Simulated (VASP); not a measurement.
The system is Mg5ZnS6.

```
CELL_PARAMETERS angstrom
0.08420 0.04239 6.45295
6.73170 0.00502 0.09057
-3.36150 5.99210 -0.00580
ATOMIC_POSITIONS crystal
Mg 0.99607 0.01265 0.68653
Mg 0.99391 0.67857 0.99162
Mg 0.02622 0.28014 0.31006
Mg 0.48382 0.34125 0.70145
Mg 0.53366 0.67436 0.32669
Zn 0.49661 0.97537 0.00018
S 0.38792 0.00472 0.67171
S 0.37115 0.68755 0.99242
S 0.37936 0.29634 0.29451
S 0.87703 0.34994 0.68926
S 0.87674 0.02285 0.99805
S 0.88752 0.67627 0.33751
```

- Program: VASP 6.6.1
- Task: relaxation of cell and atoms
- Functional: PBE
- Potentials or basis: VASP PAW PBE potentials, release 64 (Mg, Zn, S)
- Cutoff: 600 eV
- k mesh: 2 × 3 × 3
- Occupations: gaussian, width 0.1 eV
- Spin: no spin polarisation

At the start: pressure 4.7 GPa; volume 21.70 Å³/atom.

Task: Where does the relaxation end?

Result: Over 16 steps the energy falls by 130.8 meV/atom and the volume is 22.57 Å³/atom (+4.0 %); space group P1 (No. 1, to 0.1 Å) before, P31m (No. 157, to 0.1 Å).

The path:
| step | energy change (eV) | largest force (eV/Å) | pressure (GPa) | volume (Å³) |
| --- | --- | --- | --- | --- |
| 1 | 0.0000 | 2.4538 | 4.70 | 260.34 |
| 2 | -1.0662 | 0.9022 | -2.45 | 284.96 |
| 3 | -1.0700 | 0.9513 | -2.10 | 283.15 |
| 4 | -1.3249 | 0.7693 | -0.64 | 274.14 |
| 5 | -1.3943 | 0.6407 | 0.89 | 266.80 |
| 6 | -1.4823 | 0.3707 | 0.40 | 268.84 |
| 7 | -1.5051 | 0.3652 | 0.07 | 270.50 |
| 8 | -1.5378 | 0.1832 | -0.16 | 271.53 |
| 9 | -1.5451 | 0.1985 | -0.30 | 272.29 |
| 10 | -1.5581 | 0.1450 | 0.15 | 270.19 |
| 11 | -1.5588 | 0.1457 | 0.28 | 269.61 |
| 12 | -1.5658 | 0.0806 | -0.02 | 270.98 |
| 13 | -1.5663 | 0.0932 | -0.12 | 271.44 |
| 14 | -1.5686 | 0.0456 | 0.01 | 270.86 |
| 15 | -1.5686 | 0.0464 | 0.01 | 270.85 |
| 16 | -1.5693 | 0.0206 | 0.02 | 270.79 |

Final structure:
```xyz
12
Lattice="-0.0037 0.0009 6.4622 6.9570 -0.0029 -0.0066 -3.4784 6.0246 0.0027" Properties=species:S:1:pos:R:3 pbc="T T T"
Mg   -2.3227    4.0427    0.0158
Mg    4.6687    0.0018    0.0078
Mg    1.1558    1.9946    0.0153
Mg   -0.0066    4.0136    3.2461
Mg    3.4684    2.0009    3.2495
Zn    3.4702    6.0136    3.2529
S     4.5935    4.0673    2.4814
S     1.2227    6.0210    2.4824
S     1.1155    1.9426    2.4875
S     0.0031    4.0205    5.7131
S     0.0030    0.0060    5.6235
S     3.4806    2.0104    5.7161
```

Caveat: the k points lie up to 0.49 Å⁻¹ apart in the final cell.
